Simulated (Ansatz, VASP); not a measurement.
**BP: VASP beside Ansatz**

```xyz
4
Lattice="2.2486 2.2486 0.0000 -2.2486 2.2486 0.0000 0.0000 0.0000 4.6558" Properties=species:S:1:pos:R:3 pbc="T T T"
B     0.0000    0.0000    0.0000
B     0.0000    2.2486    2.3279
P     1.1243    1.1243    3.4919
P    -1.1243    1.1243    1.1640
```

Alike in both runs: task single point; functional PBEsol; k mesh 8 × 8 × 6; occupations gaussian, width 0.02 eV; no spin polarisation.

|  | VASP | Ansatz |
| --- | --- | --- |
| version | VASP 6.6.1 | Ansatz 0.2.0 |
| potentials or method | VASP PAW PBE potentials, release 64 (B, P), cutoff 520 eV | scalar-relativistic, plane waves, PAW |
| valence electrons in the cell | 16 | 16 |

|  | VASP | Ansatz | Ansatz less VASP |
| --- | --- | --- | --- |
| gap on the k mesh at the Fermi level (eV) | 0.91 | 0.92 | +0.004 |
| least direct gap on the mesh (eV) | 1.38 | 1.38 | +0.001 |
| pressure (GPa) | -3.1 | -3.2 | -0.10 |
| traceless stress, the component that is largest in VASP (GPa) | -6.37 | -6.37 | 0.000 |

VASP's potentials were made for PBE, not for PBEsol.
